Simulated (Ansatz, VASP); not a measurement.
One calculation of CuI, two programs

POSCAR

```
CuI
1.0
    0.0000000000      3.0120290779      3.0120290779
    3.0120290779      0.0000000000      3.0120290779
    3.0120290779      3.0120290779      0.0000000000
Cu I
1 1
Direct
    0.0000000000      0.0000000000      0.0000000000
    0.2500000000      0.2500000000      0.2500000000
```

INCAR.step1

```
  PREC = Accurate
  ENCUT = 520
  ISMEAR = 0
  SIGMA = 0.01
  LREAL = F
  LASPH = T
  NELM = 60
  NBANDS = 16
  GGA = PE
  ALGO = Normal
  EDIFF = 1E-4
  LWAVE = T
  LCHARG = F
```

Contents of INCAR.step2:

```
  PREC = Accurate
  ENCUT = 520
  EDIFF = 1E-7
  ISMEAR = 0
  SIGMA = 0.01
  LREAL = F
  LASPH = T
  NELM = 60
  ALGO = Normal
  ISIF = 2
  LWAVE = F
  LCHARG = T
  METAGGA = R2SCAN
  LMIXTAU = T
  LELF = T
  LVHAR = T
  NBANDS = 16
  ISTART = 1
```

File KPOINTS:

```
regular mesh
0
Gamma
  8 8 8
```

Input for Ansatz:

```yaml
crystal:
  lattice:
    - [0.0, 3.0120290779, 3.0120290779]
    - [3.0120290779, 0.0, 3.0120290779]
    - [3.0120290779, 3.0120290779, 0.0]
  atoms:
    - { symbol: Cu, position: [0.0, 0.0, 0.0] }
    - { symbol: I, position: [0.25, 0.25, 0.25] }
kpoints:
  mp_grid: { grid: [8, 8, 8] }
  band_path:
    path:
      - [0.0, 0.0, 0.0]
      - [-0.5, -0.5, 0.0]
      - [-0.375, -0.375, 0.25]
      - [-0.375, 0.0, 0.375]
      - [0.0, 0.0, 0.5]
      - [-0.5, -0.25, 0.25]
    npoints: 1
hamiltonian:
  xc: r2scan
scf:
  occupations: { method: fixed }
  n_extra_bands: 4
output:
  forces: true
  stress: true
  eigenvalues: true
  write_density: true
  write_potential: true
  elf: true
  volumetric_format: npy
```

Alike in both runs: task single point; functional r2SCAN; k mesh 8 × 8 × 8; no spin polarisation.

```csv
,VASP,Ansatz
version,VASP 6.6.1,Ansatz 0.2.0
potentials or method,"VASP PAW PBE potentials, release 64 (Cu, I)","plane waves, PAW"
plane-wave cutoff (eV),520,500
occupations,"gaussian, width 0.01 eV",fixed
valence electrons in the cell,18,36
```

Ansatz gave:

* gap on the k mesh at the Fermi level (eV): 1.67
* pressure (GPa): 0.0

Problem. What did VASP give for the same quantities?

Solution. gap on the k mesh at the Fermi level (eV): 1.67; pressure (GPa): -0.1.

VASP's potentials were made for PBE, not for r2SCAN. VASP's potentials hold 18 valence electrons a cell and Ansatz's 36, so a difference there can come from the potentials and not from the codes.

Spin-orbit coupling is off throughout.
